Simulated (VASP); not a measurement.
# ZnCu (Pm-3m) in VASP: notebook, part 2 of 2

VASP 6.6.1. Earlier steps stand in the parts before.

### Step 4. Single point, PBEsol (volume scaled by 1.06)

INCAR reads:

```
SYSTEM = ZnCu
PREC     = Accurate       ! precision mode
ENCUT    = 520            ! plane-wave cutoff, eV
EDIFF    = 1E-6           ! SCF threshold, eV
ISMEAR   = -1             ! smearing method
SIGMA    = 0.05           ! smearing width, eV
LREAL    = .FALSE.        ! projectors in reciprocal space
LASPH    = .TRUE.         ! aspherical terms in the spheres
NELM     = 60             ! most SCF steps
ALGO     = Normal         ! electronic algorithm
ISIF     = 2              ! what is computed and relaxed
LWAVE    = .FALSE.        ! write WAVECAR
LCHARG   = .TRUE.         ! write CHGCAR
GGA      = PS             ! functional
LELF     = .TRUE.         ! ELF
LVHAR    = .TRUE.       
NBANDS   = 18             ! bands
```

KPOINTS reads:

```
Automatic mesh
0
G
  14 14 14
  0 0 0
```

POSCAR reads:

```
ZnCu
1.0
    3.0027597620      0.0000000000      0.0000000000
    0.0000000000      3.0027597620      0.0000000000
    0.0000000000      0.0000000000      3.0027597620
Zn Cu
1 1
Direct
    0.5000000000      0.5000000000      0.5000000000
    0.0000000000      0.0000000000      0.0000000000
```

Potentials or basis: VASP PAW PBE potentials, release 64 (Zn, Cu).

Command:

```bash
$ cat potpaw_PBE.64/Zn/POTCAR potpaw_PBE.64/Cu/POTCAR > POTCAR
$ mpirun -np 1 vasp_std > vasp.out
```

OUTCAR:

```text
SYSTEM = ZnCu
   PREC = Accurate
   ENCUT = 520
   EDIFF = 1E-6
   ISMEAR = -1
   LREAL = .FALSE.
   LASPH = .TRUE.
   NELM = 60
   ISIF = 2
   GGA = PS

 ion  position               nearest neighbor table
   1  0.500  0.500  0.500-   2 2.60   2 2.60   2 2.60   2 2.60   2 2.60   2 2.60   2 2.60   2 2.60

   2  0.000  0.000  0.000-   1 2.60   1 2.60   1 2.60   1 2.60   1 2.60   1 2.60   1 2.60   1 2.60

  LATTYP: Found a simple cubic cell.
 ALAT       =     3.0027597620

[... 692 lines left out ...]

------------------------ aborting loop because EDIFF is reached ----------------------------------------

  FORCE on cell =-STRESS in cart. coord.  units (eV):
  Direction    XX          YY          ZZ          XY          YZ          ZX
  --------------------------------------------------------------------------------------
  -------------------------------------------------------------------------------------
  Total       -1.6642064     -1.6642064     -1.6642064     -0.0000000      0.0000000      0.0000000
  in kB      -98.4818058    -98.4818058    -98.4818058     -0.0000000      0.0000000      0.0000000
  external PRESSURE =     -98.4818058 kB  Pullay stress =       0.0000000 kB

 VOLUME and BASIS-vectors are now :
 -----------------------------------------------------------------------------
  energy-cutoff  :      520.00
  volume of cell :       27.07
      direct lattice vectors                 reciprocal lattice vectors
     3.002759762  0.000000000  0.000000000     0.333026975  0.000000000  0.000000000
     0.000000000  3.002759762  0.000000000     0.000000000  0.333026975  0.000000000
     0.000000000  0.000000000  3.002759762     0.000000000  0.000000000  0.333026975

 POSITION                                       TOTAL-FORCE (eV/Angst)
 -----------------------------------------------------------------------------------
      1.50138      1.50138      1.50138         0.000000      0.000000      0.000000
      0.00000      0.00000      0.00000         0.000000      0.000000      0.000000
 -----------------------------------------------------------------------------------
    total drift:                                0.000000      0.000000     -0.000000

  FREE ENERGIE OF THE ION-ELECTRON SYSTEM (eV)
  ---------------------------------------------------
  free  energy   TOTEN  =        -6.0217006398 eV

  energy  without entropy=       -6.0184530784  energy(sigma->0) =       -6.02007686
```

OSZICAR:

```text
N       E                     dE             d eps       ncg     rms          rms(c)
DAV:   1     0.112400585679E+03    0.11240E+03   -0.11351E+04  4672   0.207E+03
DAV:   2    -0.235180770083E+01   -0.11475E+03   -0.11003E+03  4350   0.295E+02
DAV:   3    -0.723184268187E+01   -0.48800E+01   -0.48443E+01  4820   0.756E+01
DAV:   4    -0.727306442286E+01   -0.41222E-01   -0.41207E-01  5060   0.648E+00
DAV:   5    -0.727359594939E+01   -0.53153E-03   -0.53151E-03  4842   0.762E-01    0.987E+00
DAV:   6    -0.723887914412E+01    0.34717E-01   -0.18169E+01  4616   0.982E+01    0.687E+00
DAV:   7    -0.603128483909E+01    0.12076E+01   -0.37911E+00  4684   0.102E+02    0.200E+00
DAV:   8    -0.603091834448E+01    0.36649E-03   -0.20242E-01  5982   0.651E+00    0.115E+00
DAV:   9    -0.602171625067E+01    0.92021E-02   -0.14021E-02  5100   0.242E+00    0.514E-02
DAV:  10    -0.602170900968E+01    0.72410E-05   -0.67395E-04  6552   0.501E-01    0.463E-02
DAV:  11    -0.602170326253E+01    0.57471E-05   -0.99881E-05  4888   0.283E-01    0.135E-02
DAV:  12    -0.602170074247E+01    0.25201E-05   -0.12004E-05  4914   0.793E-02    0.141E-03
DAV:  13    -0.602170063980E+01    0.10267E-06   -0.34674E-07  2368   0.644E-03
   1 F= -.60217006E+01 E0= -.60200769E+01  d E =-.324756E-02
```

stdout:

```text
POSCAR found type information on POSCAR ZnCu
 POSCAR found :  2 types and       2 ions
 scaLAPACK will be used
 -----------------------------------------------------------------------------
|                                                                             |
|                                                                             |
|     You enforced a specific xc type in the INCAR file but a different       |
|     I HOPE YOU KNOW WHAT YOU ARE DOING!                                     |
|                                                                             |
 -----------------------------------------------------------------------------

 LDA part: xc-table for (Slater+PW92), standard interpolation
 POSCAR, INCAR and KPOINTS ok, starting setup
 FFT: planning ... GRIDC
 FFT: planning ... GRID_SOFT
 FFT: planning ... GRID
 WAVECAR not read
 entering main loop
```

Run time: 21 s. Hardware: 1 thread of Intel Xeon 6975P-C, shared host; peak memory 0.18 GiB.

Results:

```yaml
Free_energy: -6.0217 eV
Pressure: -9.8 GPa
```

Caveat: the PAW data sets were made with another functional, which shifts forces and pressure a little.

### Step 5. Overview

```tsv
cell	gap on the mesh (eV)	pressure (GPa)
a = 2.935 Å, 2 atoms	none	-2.9
a = 2.965 Å, 2 atoms	none	-6.3
a = 3.003 Å, 2 atoms	none	-9.8
```

Alike in all rows: task single point; level PBEsol; potentials or basis VASP PAW PBE potentials, release 64 (Zn, Cu); no spin polarisation; k mesh 14 × 14 × 14; cutoff (eV) 520; smearing fermi-dirac 0.05 eV.

Caveats: the PAW data sets were made with another functional, which shifts forces and pressure a little.

Absolute energies hang on the potentials; compare differences alone.
